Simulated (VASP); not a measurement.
# CoO (P3m1) in VASP: settings compared

CoO is run at these levels: PBEsol, PBE; tasks: relaxation of cell and atoms, single point.

Program: VASP 6.6.1. These are calculated values, not measurements. Logs are shortened: lines on timing, memory, paths and dates and some standing lists are left out, and cuts for length are marked.

## (1) The cell of the first run

The typed cell holds 4 atoms: a = 3.198 Å, b = 3.198 Å, c = 5.229 Å, α = 90.00°, β = 90.00°, γ = 120.00°.

## (2) Relaxation of cell and atoms, PBEsol, collinear spin, ferromagnetic start

Contents of INCAR:

```
PREC = Accurate
ENCUT = 600
EDIFF = 1E-6
ISMEAR = -1
SIGMA = 0.05
LREAL = False
LASPH = True
NELM = 150
ALGO = Normal
ISIF = 3
LWAVE = False
LCHARG = False
ISPIN = 2
MAGMOM = 2 2 0 0
LORBIT = 11
LMAXMIX = 4
GGA = PS
IBRION = 2
NSW = 80
EDIFFG = -0.005
```

Contents of KPOINTS:

```
Automatic mesh
0
Gamma
  10 10 5
```

Contents of POSCAR:

```
CoO
1.0
    3.1976457435      0.0000000000      0.0000000000
   -1.5988228718      2.7692424462      0.0000000000
    0.0000000000      0.0000000000      5.2287097100
Co O
2 2
Direct
    0.3333333333      0.6666666667      0.5033624100
    0.0000000000      0.0000000000      0.0034741400
    0.3333333333      0.6666666667      0.8715556000
    0.0000000000      0.0000000000      0.3716088500
```

Potentials or basis: VASP PAW PBE potentials, release 64 (Co, O).

On the command line:

```bash
cat potpaw_PBE.64/Co/POTCAR potpaw_PBE.64/O/POTCAR > POTCAR
mpirun -np 1 vasp_std > vasp.out
```

OUTCAR:

```text
PREC = Accurate
   ENCUT = 600
   EDIFF = 1E-6
   ISMEAR = -1
   LREAL = False
   LASPH = True
   NELM = 150
   ISIF = 3
   ISPIN = 2
   LORBIT = 11
   GGA = PS
   IBRION = 2
   NSW = 80
   EDIFFG = -0.005

 ion  position               nearest neighbor table
   1  0.333  0.667  0.503-   3 1.93   4 1.97   4 1.97   4 1.97
   2  0.000  0.000  0.003-   4 1.92   3 1.97   3 1.97   3 1.97
   3  0.333  0.667  0.872-   1 1.93   2 1.97   2 1.97   2 1.97
   4  0.000  0.000  0.372-   2 1.92   1 1.97   1 1.97   1 1.97

  LATTYP: Found a hexagonal cell.
 ALAT       =     3.1976457435
 C/A-ratio  =     1.6351747909

  Lattice vectors:

 A1 = (   3.1976457435,   0.0000000000,   0.0000000000)
 A2 = (  -1.5988228718,   2.7692424462,   0.0000000000)
 A3 = (   0.0000000000,   0.0000000000,   5.2287097100)

Analysis of symmetry for initial positions (statically):
=====================================================================
 Subroutine PRICEL returns:
 Original cell was already a primitive cell.

 Routine SETGRP: Setting up the symmetry group for a
 hexagonal supercell.

 Subroutine GETGRP returns: Found  6 space group operations
 (whereof  6 operations were pure point group operations)
 out of a pool of 24 trial point group operations.

The static configuration has the point symmetry C_3v.

Analysis of symmetry for dynamics (positions and initial velocities):
=====================================================================
 Subroutine PRICEL returns:
 Original cell was already a primitive cell.

 Routine SETGRP: Setting up the symmetry group for a
 hexagonal supercell.

 Subroutine GETGRP returns: Found  6 space group operations
 (whereof  6 operations were pure point group operations)
 out of a pool of 24 trial point group operations.

The dynamic configuration has the point symmetry C_3v.

Analysis of structural, dynamic, and magnetic symmetry:
=====================================================================
 Subroutine PRICEL returns:
 Original cell was already a primitive cell.

 Routine SETGRP: Setting up the symmetry group for a
 hexagonal supercell.

 Subroutine GETGRP returns: Found  6 space group operations
 (whereof  6 operations were pure point group operations)
 out of a pool of 24 trial point group operations.

The overall configuration has the point symmetry C_3v.

 Subroutine INISYM returns: Found  6 space group operations
 (whereof  6 operations are pure point group operations),
 and found     1 'primitive' translations

----------------------------------------------------------------------------------------

                                     Primitive cell

  volume of cell :      46.3005

  direct lattice vectors                    reciprocal lattice vectors
     3.197645743  0.000000000  0.000000000     0.312730077  0.180554794  0.000000000
    -1.598822872  2.769242446  0.000000000     0.000000000  0.361109588  0.000000000
     0.000000000  0.000000000  5.228709710     0.000000000  0.000000000  0.191251773

  length of vectors
     3.197645743  3.197645744  5.228709710     0.361109588  0.361109588  0.191251773

  position of ions in fractional coordinates (direct lattice)
     0.333333333  0.666666667  0.503362410
     0.000000000  0.000000000  0.003474140
     0.333333333  0.666666667  0.871555600
     0.000000000  0.000000000  0.371608850

  ion indices of the primitive-cell ions
   primitive index   ion index
                 1           1
                 2           2
                 3           3
                 4           4

----------------------------------------------------------------------------------------

 KPOINTS: Automatic mesh

Automatic generation of k-mesh.
 Grid dimensions read from file:
 generate k-points for:   10   10    5

 Generating k-lattice:

  Cartesian coordinates                     Fractional coordinates (reciprocal lattice)
     0.031273008  0.018055479  0.000000000     0.100000000 -0.000000000  0.000000000
     0.000000000  0.036110959  0.000000000     0.000000000  0.100000000  0.000000000
     0.000000000  0.000000000  0.038250355     0.000000000  0.000000000  0.200000000

  Length of vectors
     0.036110959  0.036110959  0.038250355

  Shift w.r.t. Gamma in fractional coordinates (k-lattice)
     0.000000000  0.000000000  0.000000000

 Subroutine IBZKPT returns following result:
 ===========================================

 Found     58 irreducible k-points:

 Following reciprocal coordinates:
            Coordinates               Weight
  0.000000  0.000000  0.000000      1.000000
  0.100000  0.000000  0.000000      6.000000
  0.200000  0.000000  0.000000      6.000000
  0.300000  0.000000  0.000000      6.000000
  0.400000  0.000000  0.000000      6.000000
  0.500000  0.000000  0.000000      3.000000
[... 16 lines left out ...]
  0.000000  0.400000  0.200000      6.000000
  0.500000  0.000000  0.200000      6.000000
 [... further k-points ...]
   k-points           NKPTS =     58   k-points in BZ     NKDIM =     58   number of bands    NBANDS=     21
   number of dos      NEDOS =    301   number of ions     NIONS =      4
   total plane-waves  NPLWV =  32928
   dimension x,y,z NGX =    28 NGY =   28 NGZ =   42
   dimension x,y,z NGXF=    56 NGYF=   56 NGZF=   84
   ions per type =               2   2
   NGX,Y,Z   is equivalent  to a cutoff of  14.56, 14.56, 13.35 a.u.
   NGXF,Y,Z  is equivalent  to a cutoff of  29.11, 29.11, 26.71 a.u.
 SYSTEM =  unknown system
   PREC   = accura    normal or accurate (medium, high low for compatibility)
   ISTART =      0    job   : 0-new  1-cont  2-samecut
   ICHARG =      2    charge: 1-file 2-atom 10-const
   ISPIN  =      2    spin polarized calculation?
   LNONCOLLINEAR =      F non collinear calculations
   LSORBIT =      F    spin-orbit coupling
   LASPH  =      T    aspherical Exc in radial PAW
   ENCUT  =  600.0 eV  44.10 Ry    6.64 a.u.   6.39  6.39 10.44*2*pi/ulx,y,z
   NELM   =    150;   NELMIN=  2; NELMDL= -5     # of ELM steps
   EDIFF  = 0.1E-05   stopping-criterion for ELM
   LREAL  =      F    real-space projection
   EDIFFG = -.5E-02   stopping-criterion for IOM
   NSW    =     80    number of steps for IOM
   IBRION =      2    ionic relax: 0-MD 1-quasi-New 2-CG
   NFREE  =      1    steps in history (QN), initial steepest desc. (CG)
   ISIF   =      3    stress and relaxation
   ISYM   =      2    0-nonsym 1-usesym 2-fastsym
   POTIM  = 0.5000    time-step for ionic-motion
   TEBEG  =    0.0;   TEEND  =   0.0 temperature during run
   PSTRESS=    0.0 pullay stress
   NELECT =      30.0000    total number of electrons
   NUPDOWN=      -1.0000    fix difference up-down
   EMIN   =  10.00;   EMAX   =-10.00  energy-range for DOS
   EFERMI =   0.00;   METHOD = LEGACY
   ISMEAR =    -1;   SIGMA  =   0.05  broadening in eV -4-tet -1-fermi 0-gaus
   EFERMI_NEDOS =   21; number of points for ismear=-14 and -15
   IALGO  =     38    algorithm
   IMIX   =      4    mixing-type and parameters
     AMIX     =   0.40;   BMIX     =  1.00
     AMIX_MAG =   1.60;   BMIX_MAG =  1.00
  volume/ion in A,a.u.               =      11.58        78.11
  Fermi-wavevector in a.u.,A,eV,Ry     =   1.416620  2.677023 27.304329  2.006812
  Thomas-Fermi vector in A             =   2.537935
   LORBIT       =     11    0 simple, 1 ext, 2 COOP (PROOUT), +10 PAW based schemes
   GGA     = PS    functional components
   LHFCALC =     F    Hartree Fock is set to
   AEXX    =    0.0000 exact exchange contribution
   IVDW    =     0    specifies the selected vdW correction
   LEPSILON=     F    determine dielectric tensor
   LRPA    =     F    only Hartree local field effects (RPA)
 conjugate gradient relaxation of ions
 spin polarized calculation
  energy-cutoff  :      600.00
  volume of cell :       46.30
 maximum number of plane-waves:      1578
 NGX is ok and might be reduce to    28
   NGX = 13   NGY = 13   NGZ = 21

--------------------------------------- Ionic step        1  -------------------------------------------

 number of electron      30.0000001 magnetization       5.7845266

 Free energy of the ion-electron system (eV)
  ---------------------------------------------------
  ext. energy  EPLUGINS =         0.00000000
  ---------------------------------------------------
  free energy    TOTEN  =       -28.28535806 eV

  energy without entropy =      -28.24842499  energy(sigma->0) =      -28.26689152

------------------------ aborting loop because EDIFF is reached ----------------------------------------

  FORCE on cell =-STRESS in cart. coord.  units (eV):
  Direction    XX          YY          ZZ          XY          YZ          ZX
  --------------------------------------------------------------------------------------
  -------------------------------------------------------------------------------------
  Total       -2.5664610     -2.5664610     -1.5566498      0.0000000      0.0000000      0.0000000
  in kB      -88.8094917    -88.8094917    -53.8661146      0.0000000      0.0000000      0.0000000
  external PRESSURE =     -77.1616993 kB  Pullay stress =       0.0000000 kB
[... 95 lines left out ...]
  FREE ENERGIE OF THE ION-ELECTRON SYSTEM (eV)
  ---------------------------------------------------
  free  energy   TOTEN  =       -28.3799585876 eV

  energy  without entropy=      -28.3367500126  energy(sigma->0) =      -28.35835430

[... ionic steps 4 to 38 ...]

--------------------------------------- Ionic step       39  -------------------------------------------

 number of electron      30.0000001 magnetization       3.6390904

------------------------ aborting loop because EDIFF is reached ----------------------------------------

  FORCE on cell =-STRESS in cart. coord.  units (eV):
  Direction    XX          YY          ZZ          XY          YZ          ZX
  --------------------------------------------------------------------------------------
  -------------------------------------------------------------------------------------
  Total        0.0013237      0.0013237     -0.0083070     -0.0000000      0.0000000     -0.0000000
  in kB        0.0534540      0.0534540     -0.3354567     -0.0000000      0.0000000     -0.0000000
  external PRESSURE =      -0.0761829 kB  Pullay stress =       0.0000000 kB
[... 61 lines left out ...]
  energy  without entropy=      -28.4282400185  energy(sigma->0) =      -28.44378030

--------------------------------------- Ionic step       41  -------------------------------------------

 number of electron      30.0000001 magnetization       3.6372264

 Free energy of the ion-electron system (eV)
  ---------------------------------------------------
  ext. energy  EPLUGINS =         0.00000000
  ---------------------------------------------------
  free energy    TOTEN  =       -28.45932434 eV

  energy without entropy =      -28.42823724  energy(sigma->0) =      -28.44378079

 E-fermi :   7.4250     XC(G=0): -12.3569

 val. band max:        7.4186517393   @ k =   0.4000   0.0000   0.4000
 cond. band min:       7.4292019205   @ k =   0.1000   0.1000   0.4000
 fundamental gap:      0.0105501812
 Fermi energy:         7.4249990607

 spin component 1

 k-point     1 :       0.0000    0.0000    0.0000
  band No.  band energies     occupation
      1     -13.4894      1.00000
      2     -12.8197      1.00000
      3      -0.9655      1.00000
      4       0.0553      1.00000
      5       1.3811      1.00000
      6       1.3811      1.00000
[... 550 lines left out ...]
      5       0.7592      1.00000
      6       0.7961      1.00000
[... 13 lines left out ...]
     20      14.0857      0.00000
     21      15.4142      0.00000

 [... further k-points ...]

 spin component 2

 k-point     1 :       0.0000    0.0000    0.0000
  band No.  band energies     occupation
      1     -13.1779      1.00000
      2     -12.4896      1.00000
      3      -0.6384      1.00000
      4       0.8300      1.00000
      5       2.1439      1.00000
      6       2.1439      1.00000
[... 550 lines left out ...]
      5       1.2665      1.00000
      6       1.4293      1.00000
[... 13 lines left out ...]
     20      14.5799      0.00000
     21      15.9352      0.00000

 [... further k-points ...]

------------------------ aborting loop because EDIFF is reached ----------------------------------------

  FORCE on cell =-STRESS in cart. coord.  units (eV):
  Direction    XX          YY          ZZ          XY          YZ          ZX
  --------------------------------------------------------------------------------------
  -------------------------------------------------------------------------------------
  Total        0.0096031      0.0096031      0.0094055     -0.0000000      0.0000000     -0.0000000
  in kB        0.3878791      0.3878791      0.3799003     -0.0000000      0.0000000     -0.0000000
  external PRESSURE =       0.3852195 kB  Pullay stress =       0.0000000 kB
[... 19 lines left out ...]
  FREE ENERGIE OF THE ION-ELECTRON SYSTEM (eV)
  ---------------------------------------------------
  free  energy   TOTEN  =       -28.4593243397 eV

  energy  without entropy=      -28.4282372362  energy(sigma->0) =      -28.44378079

 reached required accuracy - stopping structural energy minimisation

 total charge

# of ion       s       p       d       tot
------------------------------------------
    1        0.387   0.553   7.310   8.250
    2        0.389   0.557   7.316   8.263
    3        1.551   3.434   0.000   4.986
    4        1.551   3.434   0.000   4.985
--------------------------------------------------
tot          3.879   7.978  14.626  26.483

 magnetization (x)

# of ion       s       p       d       tot
------------------------------------------
    1        0.011   0.033   1.591   1.635
    2        0.010   0.034   1.536   1.580
    3        0.017   0.148   0.000   0.165
    4        0.017   0.157   0.000   0.174
--------------------------------------------------
tot          0.055   0.372   3.127   3.555
```

It took 26 min on 1 thread of AMD EPYC 9R45 (Zen 5), shared host; peak memory 0.26 GiB.

Results:

```
Free energy                                           : -28.4593 eV
Relaxed volume                                        : 9.92 Å³/atom
Relaxed cell                                          : a = 2.866 Å, b = 2.866 Å, c = 5.574 Å, α = 90.00°, β = 90.00°, γ = 120.00°
Space group after relaxing (to 0.1 Å)                 : P6_3mc (No. 186)
Energy gained by relaxing                             : 43.5 meV/atom
Ionic steps                                           : 41
Pressure after relaxing                               : 0.0 GPa
Largest force after relaxing                          : 0.005 eV/Å
Net moment                                            : 3.64 μB per cell
Site moments                                          : Co +1.64, +1.58; O +0.17 μB
Valence electrons inside the program's atomic spheres : Co 8.25, 8.26; O 4.99
```

Forces in eV/Å, atoms in the order of the input:
```
Co   0.000  0.000  0.001
Co   0.000  0.000  0.001
O    0.000  0.000  0.003
O    0.000  0.000 -0.005
```

Step by step:
```tsv
step	energy change (eV)	largest force (eV/Å)	pressure (GPa)	volume (Å³)
1	0.0000	0.2640	-7.72	46.30
3	-0.0946	0.0188	0.27	42.77
5	-0.0963	0.0714	-0.13	42.83
7	-0.1000	0.0306	-0.74	42.68
9	-0.1323	0.1838	-4.33	41.95
11	-0.1358	0.2754	-4.08	41.71
13	-0.1368	0.2850	-4.06	41.65
15	-0.1400	0.3404	-3.83	41.43
17	-0.1403	0.3788	-3.81	41.34
19	-0.1460	0.3416	-3.52	41.20
21	-0.1654	0.1721	-2.02	40.55
23	-0.1736	0.0403	-0.09	39.79
25	-0.1736	0.0264	-0.06	39.81
27	-0.1737	0.0180	0.01	39.78
29	-0.1737	0.0055	0.09	39.75
31	-0.1739	0.0095	0.02	39.70
33	-0.1740	0.0212	0.05	39.66
35	-0.1739	0.0160	0.05	39.68
37	-0.1739	0.0151	-0.14	39.69
39	-0.1740	0.0074	-0.01	39.68
41	-0.1740	0.0050	0.04	39.67
```

Final structure:
```yaml
crystal:
  lattice:
    - [2.86645, 0.00000, 0.00000]
    - [-1.43323, 2.48242, 0.00000]
    - [0.00000, 0.00000, 5.57447]
  atoms:
    - { symbol: Co, position: [0.33333, 0.66667, 0.52063] }
    - { symbol: Co, position: [0.00000, 0.00000, 0.01996] }
    - { symbol: O, position: [0.33333, 0.66667, 0.85519] }
    - { symbol: O, position: [0.00000, 0.00000, 0.35422] }
```

Levels at points of the mesh, in eV from the Fermi level:
Spin up:
```csv
k point,band 15,band 16,band 17,band 18,band 19,band 20
"(0.00, 0.00, 0.00)",-0.51,-0.50,0.71,0.71,1.36,6.30
"(0.50, 0.00, 0.00)",-1.27,-1.07,-0.83,0.45,6.24,6.90
```
Spin down:
```tsv
k point	band 9	band 10	band 11	band 12	band 13	band 14	band 15	band 16	band 17	band 18
(0.00, 0.00, 0.00)	-1.07	-1.07	-0.94	-0.63	-0.63	0.14	0.87	0.87	2.14	2.14
(0.50, 0.00, 0.00)	-1.87	-0.93	-0.41	-0.32	-0.16	-0.11	0.45	0.61	0.82	1.83
```

Caveat: the PAW data sets were made with another functional, which shifts forces and pressure a little; semilocal functionals often make such compounds metallic where correlation or magnetic order opens a gap, which also shifts bond lengths. With open d or f shells a metallic result of PBEsol can be an artefact of self-interaction; +U or a hybrid may open a gap.

## (3) Single point, PBE, collinear spin, zero start

Contents of INCAR:

```
PREC = Accurate ; ENCUT = 700
EDIFF = 1E-6 ; ISMEAR = -1
SIGMA = 0.05 ; LREAL = F
LASPH = T ; NELM = 200
ALGO = Normal ; ISIF = 2
LWAVE = F ; LCHARG = T
ISPIN = 2 ; MAGMOM = 0 0 0 0
LORBIT = 11 ; NUPDOWN = 0.0
LMAXMIX = 4 ; GGA = PE
LELF = T ; LVHAR = T
NBANDS = 35 ; GGA_COMPAT = F
```

Contents of KPOINTS:

```
Automatic mesh
0
Gamma
  8 8 5
```

POSCAR is that of step 2.

Potentials or basis: VASP PAW PBE potentials, release 64 (Co_sv, O).

On the command line:

```bash
cat potpaw_PBE.64/Co_sv/POTCAR potpaw_PBE.64/O/POTCAR > POTCAR
mpirun -np 1 vasp_std > vasp.out
```

Run time: 1.9 min. Hardware: 1 thread of Intel Xeon 6975P-C (Granite Rapids), shared host; peak memory 0.3 GiB.

Results (log left out):

```yaml
Free_energy: -25.9611 eV
Pressure: -15.5 GPa
Largest_force: 0.131 eV/Å
Net_moment: 0.00 μB per cell
Valence_electrons_inside_the_program's_atomic_spheres: Co 15.00; O 4.93
```

Forces in eV/Å, atoms in the order of the input:
```
Co   0.000  0.000 -0.126
Co   0.000  0.000 -0.131
O    0.000  0.000  0.128
O    0.000  0.000  0.129
```

Stress tensor (GPa, compression positive):
```
-18.11   0.00   0.00
  0.00 -18.11   0.00
  0.00   0.00 -10.26
```

Caveat: the stress differs along the axes, from -18 to -10 GPa; the total moment is fixed, so each spin has its own Fermi level.
